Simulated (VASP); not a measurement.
# Sb (P6_3/mmc) in VASP: a series of runs

Sb is run at these levels: PBE; tasks: single point.

All numbers are computed with VASP 6.6.1; they aren't measurements. Logs are shortened: lines on timing, memory, paths and dates and some standing lists are left out, and cuts for length are marked.

**1. The cell of the first run**

It takes space group P6_3/mmc (No. 194, hexagonal). Conventional cell: a = 3.387 Å, b = 3.387 Å, c = 11.489 Å, α = 90.00°, β = 90.00°, γ = 120.00°. Within 4.5 Å of Sb (site symmetry -3m) lie 12 Sb at 3.39 to 3.47 Å. Within 4.5 Å of Sb (site symmetry -6m2) lie 12 Sb at 3.39 to 3.47 Å.

This isn't the form of Sb at room conditions, which is rhombohedral.

**2. Single point, PBE (28.54 Å³/atom)**

Input file INCAR:

```
SYSTEM = Sb
  PREC = Accurate
  ENCUT = 520
  EDIFF = 1E-7
  ISMEAR = -1
  SIGMA = 0.1
  LREAL = .False.
  LASPH = .True.
  NELM = 80
  ALGO = Normal
  ISIF = 2
  LWAVE = .False.
  LCHARG = .False.
  GGA = PE
  NBANDS = 18
```

Input file KPOINTS:

```
regular mesh
0
Gamma
  14 14 4
  0 0 0
```

Input file POSCAR:

```
Sb
1.0
    3.3870888607      0.0000000000      0.0000000000
   -1.6935444304      2.9333049983      0.0000000000
    0.0000000000      0.0000000000     11.4889270060
Sb
4
Direct
    1.0000000000      1.0000000000      1.0000000000
    1.0000000000      1.0000000000      0.5000000000
    0.3333333333      0.6666666667      0.2500000000
    0.6666666667      0.3333333333      0.7500000000
```

Potentials or basis: VASP PAW PBE potentials, release 64 (Sb).

Launch:

```sh
> cat potpaw_PBE.64/Sb/POTCAR > POTCAR
> mpirun -np 1 vasp_std > vasp.out
```

OUTCAR:

```text
SYSTEM = Sb
   PREC = Accurate
   ENCUT = 520
   EDIFF = 1E-7
   ISMEAR = -1
   LREAL = .False.
   LASPH = .True.
   NELM = 80
   ISIF = 2
   GGA = PE

 ion  position               nearest neighbor table
   1  0.000  0.000  0.000-   3 3.47   4 3.47   4 3.47   3 3.47   4 3.47   3 3.47
   2  0.000  0.000  0.500-   3 3.47   4 3.47   4 3.47   3 3.47   4 3.47   3 3.47
   3  0.333  0.667  0.250-   1 3.47   2 3.47   1 3.47   2 3.47   1 3.47   2 3.47
   4  0.667  0.333  0.750-   1 3.47   2 3.47   1 3.47   2 3.47   1 3.47   2 3.47

  LATTYP: Found a hexagonal cell.
 ALAT       =     3.3870888607
 C/A-ratio  =     3.3919768505

  Lattice vectors:

 A1 = (   3.3870888607,   0.0000000000,   0.0000000000)
 A2 = (  -1.6935444304,   2.9333049983,   0.0000000000)
 A3 = (   0.0000000000,   0.0000000000,  11.4889270060)

Analysis of symmetry for initial positions (statically):
=====================================================================
 Subroutine PRICEL returns:
 Original cell was already a primitive cell.

 Routine SETGRP: Setting up the symmetry group for a
 hexagonal supercell.

 Subroutine GETGRP returns: Found 24 space group operations
 (whereof 12 operations were pure point group operations)
 out of a pool of 24 trial point group operations.

The static configuration has the point symmetry D_3d.
 The point group associated with its full space group is D_6h.

Analysis of symmetry for dynamics (positions and initial velocities):
=====================================================================
 Subroutine PRICEL returns:
 Original cell was already a primitive cell.

 Routine SETGRP: Setting up the symmetry group for a
 hexagonal supercell.

 Subroutine GETGRP returns: Found 24 space group operations
 (whereof 12 operations were pure point group operations)
 out of a pool of 24 trial point group operations.

The dynamic configuration has the point symmetry D_3d.
 The point group associated with its full space group is D_6h.

 Subroutine INISYM returns: Found 24 space group operations
 (whereof 12 operations are pure point group operations),
 and found     1 'primitive' translations

----------------------------------------------------------------------------------------

                                     Primitive cell

  volume of cell :     114.1467

  direct lattice vectors                    reciprocal lattice vectors
     3.387088861  0.000000000  0.000000000     0.295238785  0.170456192  0.000000000
    -1.693544430  2.933304998  0.000000000     0.000000000  0.340912384  0.000000000
     0.000000000  0.000000000 11.488927006     0.000000000  0.000000000  0.087040330

  length of vectors
     3.387088861  3.387088861 11.488927006     0.340912384  0.340912384  0.087040330

  position of ions in fractional coordinates (direct lattice)
     0.000000000  0.000000000  0.000000000
     0.000000000  0.000000000  0.500000000
     0.333333333  0.666666667  0.250000000
     0.666666667  0.333333333  0.750000000

  ion indices of the primitive-cell ions
   primitive index   ion index
                 1           1
                 2           2
                 3           3
                 4           4

----------------------------------------------------------------------------------------

 KPOINTS: regular mesh

Automatic generation of k-mesh.
 Grid dimensions read from file:
 generate k-points for:   14   14    4

 Generating k-lattice:

  Cartesian coordinates                     Fractional coordinates (reciprocal lattice)
     0.021088485  0.012175442  0.000000000     0.071428571  0.000000000  0.000000000
     0.000000000  0.024350885  0.000000000     0.000000000  0.071428571  0.000000000
     0.000000000  0.000000000  0.021760083     0.000000000  0.000000000  0.250000000

  Length of vectors
     0.024350885  0.024350885  0.021760083

  Shift w.r.t. Gamma in fractional coordinates (k-lattice)
     0.000000000  0.000000000  0.000000000

 Subroutine IBZKPT returns following result:
 ===========================================

 Found     72 irreducible k-points:

 Following reciprocal coordinates:
            Coordinates               Weight
  0.000000  0.000000  0.000000      1.000000
  0.071429  0.000000  0.000000      6.000000
  0.142857  0.000000  0.000000      6.000000
  0.214286 -0.000000  0.000000      6.000000
  0.285714  0.000000  0.000000      6.000000
  0.357143 -0.000000  0.000000      6.000000
[... 16 lines left out ...]
  0.285714  0.285714  0.000000      6.000000
  0.357143  0.285714  0.000000      6.000000
 [... further k-points ...]
   k-points           NKPTS =     72   k-points in BZ     NKDIM =     72   number of bands    NBANDS=     18
   number of dos      NEDOS =    301   number of ions     NIONS =      4
   total plane-waves  NPLWV =  70560
   dimension x,y,z NGX =    28 NGY =   28 NGZ =   90
   dimension x,y,z NGXF=    56 NGYF=   56 NGZF=  180
   ions per type =               4
   NGX,Y,Z   is equivalent  to a cutoff of  13.74, 13.74, 13.02 a.u.
   NGXF,Y,Z  is equivalent  to a cutoff of  27.49, 27.49, 26.05 a.u.
 SYSTEM =  Sb
   PREC   = accura    normal or accurate (medium, high low for compatibility)
   ISTART =      0    job   : 0-new  1-cont  2-samecut
   ICHARG =      2    charge: 1-file 2-atom 10-const
   ISPIN  =      1    spin polarized calculation?
   LNONCOLLINEAR =      F non collinear calculations
   LSORBIT =      F    spin-orbit coupling
   LASPH  =      T    aspherical Exc in radial PAW
   ENCUT  =  520.0 eV  38.22 Ry    6.18 a.u.   6.30  6.30 21.36*2*pi/ulx,y,z
   NELM   =     80;   NELMIN=  2; NELMDL= -5     # of ELM steps
   EDIFF  = 0.1E-06   stopping-criterion for ELM
   LREAL  =      F    real-space projection
   EDIFFG = 0.1E-05   stopping-criterion for IOM
   NSW    =      0    number of steps for IOM
   IBRION =     -1    ionic relax: 0-MD 1-quasi-New 2-CG
   NFREE  =      0    steps in history (QN), initial steepest desc. (CG)
   ISIF   =      2    stress and relaxation
   ISYM   =      2    0-nonsym 1-usesym 2-fastsym
   POTIM  = 0.5000    time-step for ionic-motion
   TEBEG  =    0.0;   TEEND  =   0.0 temperature during run
   PSTRESS=    0.0 pullay stress
   NELECT =      20.0000    total number of electrons
   NUPDOWN=      -1.0000    fix difference up-down
   EMIN   =  10.00;   EMAX   =-10.00  energy-range for DOS
   EFERMI =   0.00;   METHOD = LEGACY
   ISMEAR =    -1;   SIGMA  =   0.10  broadening in eV -4-tet -1-fermi 0-gaus
   EFERMI_NEDOS =   21; number of points for ismear=-14 and -15
   IALGO  =     38    algorithm
   IMIX   =      4    mixing-type and parameters
     AMIX     =   0.40;   BMIX     =  1.00
     AMIX_MAG =   1.60;   BMIX_MAG =  1.00
  volume/ion in A,a.u.               =      28.54       192.57
  Fermi-wavevector in a.u.,A,eV,Ry     =   0.916074  1.731128 11.417886  0.839191
  Thomas-Fermi vector in A             =   2.040888
   LORBIT       =      0    0 simple, 1 ext, 2 COOP (PROOUT), +10 PAW based schemes
   GGA     = PE    functional components
   LHFCALC =     F    Hartree Fock is set to
   AEXX    =    0.0000 exact exchange contribution
   IVDW    =     0    specifies the selected vdW correction
   LEPSILON=     F    determine dielectric tensor
   LRPA    =     F    only Hartree local field effects (RPA)
 non-spin polarized calculation
  energy-cutoff  :      520.00
  volume of cell :      114.15
 maximum number of plane-waves:      3102
 NGX is ok and might be reduce to    28
   NGX = 13   NGY = 13   NGZ = 43

 number of electron      19.9999999 magnetization

 Free energy of the ion-electron system (eV)
  ---------------------------------------------------
  ext. energy  EPLUGINS =         0.00000000
  ---------------------------------------------------
  free energy    TOTEN  =       -15.41794556 eV

  energy without entropy =      -15.33287291  energy(sigma->0) =      -15.37540923

 E-fermi :   7.8151     XC(G=0):  -9.9787

 val. band max:        7.7535997816   @ k =   0.2857   0.2143   0.2500
 cond. band min:       7.8166673446   @ k =   0.2857   0.0000   0.2500
 fundamental gap:      0.0630675630
 Fermi energy:         7.8150839622

 k-point     1 :       0.0000    0.0000    0.0000
  band No.  band energies     occupation
      1      -4.7036      2.00000
      2      -3.6416      2.00000
      3      -3.6276      2.00000
      4      -1.5940      2.00000
      5       2.2928      2.00000
      6       6.5780      1.99999
[... 10 lines left out ...]
     17      15.8077      0.00000
     18      16.1547      0.00000

 k-point     2 :       0.0714    0.0000    0.0000
  band No.  band energies     occupation
      1      -4.6161      2.00000
      2      -3.5556      2.00000
      3      -3.5416      2.00000
      4      -1.5158      2.00000
      5       2.3839      2.00000
      6       6.6415      1.99998
[... 10 lines left out ...]
     17      15.8920      0.00000
     18      16.3223      0.00000

 k-point     3 :       0.1429    0.0000    0.0000
  band No.  band energies     occupation
      1      -4.3545      2.00000
      2      -3.2991      2.00000
      3      -3.2853      2.00000
      4      -1.2849      2.00000
      5       2.6554      2.00000
      6       6.8024      1.99992
[... 10 lines left out ...]
     17      14.8640      0.00000
     18      15.4373      0.00000

 k-point     4 :       0.2143   -0.0000    0.0000
  band No.  band energies     occupation
      1      -3.9223      2.00000
      2      -2.8776      2.00000
      3      -2.8643      2.00000
      4      -0.9157      2.00000
      5       3.1006      2.00000
      6       6.7503      1.99995
[... 375 lines left out ...]
      4       0.2383      2.00000
      5       3.2197      2.00000
      6       3.4762      2.00000
[... 10 lines left out ...]
     17      13.1822      0.00000
     18      13.8506      0.00000

 k-point    23 :       0.2857    0.2857    0.0000
  band No.  band energies     occupation
      1      -0.9304      2.00000
      2      -0.2970      2.00000
      3      -0.2677      2.00000
      4       0.2991      2.00000
      5       3.6856      2.00000
      6       3.9202      2.00000
[... 10 lines left out ...]
     17      13.0068      0.00000
     18      14.2292      0.00000

 k-point    24 :       0.3571    0.2857    0.0000
  band No.  band energies     occupation
      1      -0.3933      2.00000
      2      -0.1575      2.00000
      3      -0.0321      2.00000
      4       0.0978      2.00000
      5       3.5983      2.00000
      6       3.8456      2.00000
[... 10 lines left out ...]
     17      13.4409      0.00000
     18      13.6655      0.00000

 [... further k-points ...]

------------------------ aborting loop because EDIFF is reached ----------------------------------------

  FORCE on cell =-STRESS in cart. coord.  units (eV):
  Direction    XX          YY          ZZ          XY          YZ          ZX
  --------------------------------------------------------------------------------------
  -------------------------------------------------------------------------------------
  Total       -1.5670631     -1.5670631     -1.6241241      0.0000000     -0.0000000      0.0000000
  in kB      -21.9954975    -21.9954975    -22.7964121      0.0000000     -0.0000000      0.0000000
  external PRESSURE =     -22.2624691 kB  Pullay stress =       0.0000000 kB

 VOLUME and BASIS-vectors are now :
 -----------------------------------------------------------------------------
  energy-cutoff  :      520.00
  volume of cell :      114.15
      direct lattice vectors                 reciprocal lattice vectors
     3.387088861  0.000000000  0.000000000     0.295238785  0.170456192  0.000000000
    -1.693544430  2.933304998  0.000000000     0.000000000  0.340912384  0.000000000
     0.000000000  0.000000000 11.488927006     0.000000000  0.000000000  0.087040330

 POSITION                                       TOTAL-FORCE (eV/Angst)
 -----------------------------------------------------------------------------------
      0.00000      0.00000      0.00000        -0.000000      0.000000      0.000000
      0.00000      0.00000      5.74446        -0.000000      0.000000      0.000000
     -0.00000      1.95554      2.87223        -0.000000      0.000000      0.000000
      1.69354      0.97777      8.61670         0.000000      0.000000      0.000000
 -----------------------------------------------------------------------------------
    total drift:                                0.000000     -0.000000      0.000000

  FREE ENERGIE OF THE ION-ELECTRON SYSTEM (eV)
  ---------------------------------------------------
  free  energy   TOTEN  =       -15.4179455604 eV

  energy  without entropy=      -15.3328729079  energy(sigma->0) =      -15.37540923
```

Run time: 4 min. Hardware: 1 thread of Intel Xeon 8259CL, shared host; peak memory 0.31 GiB.

Results:

```yaml
Free_energy: -15.4179 eV
Pressure: -2.2 GPa
Band_gap_on_the_k_mesh: zero (bands 10 and 11 overlap by 6.46 eV)
```

Levels at points of the mesh, in eV from the Fermi level:
```tsv
k point	band 7	band 8	band 9	band 10	band 11	band 12	band 13	band 14
(0.00, 0.00, 0.00)	-1.23	3.70	3.70	4.29	4.29	4.33	4.33	4.39
(0.50, 0.00, 0.00)	-3.90	-3.50	-1.65	-0.90	0.61	1.41	1.66	1.67
(0.00, 0.00, 0.50)	2.13	2.13	3.87	3.87	3.87	3.87	4.83	4.83
(0.50, 0.00, 0.50)	-4.25	-4.25	-0.51	-0.51	0.89	0.89	0.94	0.94
```

Caveat: spin-orbit coupling is left out, which moves the levels of the heavy elements.

**3. Single point, PBE (29.63 Å³/atom)**

This run uses another cell than the first one, of 29.63 Å³/atom.

Input file INCAR:

```
SYSTEM = Sb
  PREC = Accurate
  ENCUT = 520
  EDIFF = 1E-6
  ISMEAR = -1
  SIGMA = 0.1
  LREAL = .FALSE.
  LASPH = .TRUE.
  NELM = 80
  ALGO = Normal
  ISIF = 2
  LWAVE = .FALSE.
  LCHARG = .FALSE.
  GGA = PE
  NBANDS = 18
```

Input file KPOINTS:

```
regular mesh
0
G
  14 14 4
  0 0 0
```

Input file POSCAR:

```
Sb
1.0
    3.4299679553      0.0000000000      0.0000000000
   -1.7149839776      2.9704393834      0.0000000000
    0.0000000000      0.0000000000     11.6343719019
Sb
4
Direct
    1.0000000000      1.0000000000      1.0000000000
    1.0000000000      1.0000000000      0.5000000000
    0.3333333333      0.6666666667      0.2500000000
    0.6666666667      0.3333333333      0.7500000000
```

Potentials or basis: VASP PAW PBE potentials, release 64 (Sb).

Launch:

```sh
> cat potpaw_PBE.64/Sb/POTCAR > POTCAR
> mpirun -np 1 vasp_std > vasp.out
```

It took 3.5 min on 1 thread of Intel Xeon 8259CL, shared host; peak memory 0.31 GiB.

The run converged. Its results:

```yaml
Free_energy: -15.3330 eV
Pressure: -3.9 GPa
Band_gap_on_the_k_mesh: zero (bands 10 and 11 overlap by 6.15 eV)
```

Stress tensor (GPa, compression positive):
```
-3.94  0.00  0.00
 0.00 -3.94  0.00
 0.00  0.00 -3.86
```

Levels at points of the mesh, in eV from the Fermi level:
```tsv
k point	band 6	band 7	band 8	band 9	band 10	band 11	band 12	band 13	band 14	band 15
(0.00, 0.00, 0.00)	-1.21	-1.20	3.52	3.52	4.09	4.09	4.12	4.12	4.17	4.82
(0.50, 0.00, 0.00)	-4.85	-3.78	-3.38	-1.55	-0.83	0.60	1.34	1.60	1.61	2.17
(0.00, 0.00, 0.50)	-3.96	2.02	2.02	3.68	3.68	3.68	3.68	4.59	4.59	4.59
(0.50, 0.00, 0.50)	-4.69	-4.08	-4.08	-0.48	-0.48	0.86	0.86	0.93	0.93	2.59
```

Caveat: the cell stands under tension; spin-orbit coupling is left out, which moves the levels of the heavy elements.

**4. Single point, PBE (30.73 Å³/atom)**

This run uses another cell than the first one, of 30.73 Å³/atom.

Input file INCAR:

```
  ALGO = Normal
  EDIFF = 1E-6
  ENCUT = 520
  GGA = PE
  ISIF = 2
  ISMEAR = -1
  LASPH = True
  LCHARG = False
  LREAL = False
  LWAVE = False
  NBANDS = 18
  NELM = 80
  PREC = Accurate
  SIGMA = 0.1
```

Input file KPOINTS:

```
k-points
0
Gamma
  14 14 4
```

Input file POSCAR:

```
Sb
1.0
    3.4718009556      0.0000000000      0.0000000000
   -1.7359004778      3.0066678244      0.0000000000
    0.0000000000      0.0000000000     11.7762684707
Sb
4
Direct
    1.0000000000      1.0000000000      1.0000000000
    1.0000000000      1.0000000000      0.5000000000
    0.3333333333      0.6666666667      0.2500000000
    0.6666666667      0.3333333333      0.7500000000
```

Launch:

```sh
> cat potpaw_PBE.64/Sb/POTCAR > POTCAR
> mpirun -np 1 vasp_std > vasp.out
```

Run time: 3.3 min. Hardware: 1 thread of Intel Xeon 8259CL, shared host; peak memory 0.31 GiB.

It converged, with:

```
Free energy            : -15.2069 eV
Pressure               : -5.3 GPa
Band gap on the k mesh : zero (bands 10 and 11 overlap by 5.85 eV)
```

Stress tensor (GPa, compression positive):
```
-5.32  0.00  0.00
 0.00 -5.32  0.00
 0.00  0.00 -5.10
```

Levels at points of the mesh, in eV from the Fermi level:
| k point | band 8 | band 9 | band 10 | band 11 | band 12 | band 13 |
| --- | --- | --- | --- | --- | --- | --- |
| (0.00, 0.00, 0.00) | 3.35 | 3.35 | 3.89 | 3.89 | 3.92 | 3.92 |
| (0.50, 0.00, 0.00) | -3.27 | -1.46 | -0.78 | 0.59 | 1.27 | 1.54 |
| (0.00, 0.00, 0.50) | 1.92 | 3.51 | 3.51 | 3.51 | 3.51 | 4.36 |
| (0.50, 0.00, 0.50) | -3.92 | -0.46 | -0.46 | 0.84 | 0.84 | 0.91 |

Caveat: the cell stands under tension; spin-orbit coupling is left out, which moves the levels of the heavy elements.

**5. Summary**

| cell | gap on the mesh (eV) | pressure (GPa) |
| --- | --- | --- |
| a = 3.387, b = 3.387, c = 11.489 Å, angles 90.0, 90.0, 120.0°, 4 atoms | none | -2.2 |
| a = 3.430, b = 3.430, c = 11.634 Å, angles 90.0, 90.0, 120.0°, 4 atoms | none | -3.9 |
| a = 3.472, b = 3.472, c = 11.776 Å, angles 90.0, 90.0, 120.0°, 4 atoms | none | -5.3 |

Alike in all rows: task single point; level PBE; potentials or basis VASP PAW PBE potentials, release 64 (Sb); no spin polarisation; k mesh 14 × 14 × 4; cutoff (eV) 520; smearing fermi-dirac 0.1 eV.

Caveats: spin-orbit coupling is left out, which moves the levels of the heavy elements; the cell stands under tension (at least some runs).

Absolute energies hang on the potentials; compare differences alone.

The gap in the log of VASP goes by the Fermi energy; the results here count the filled bands.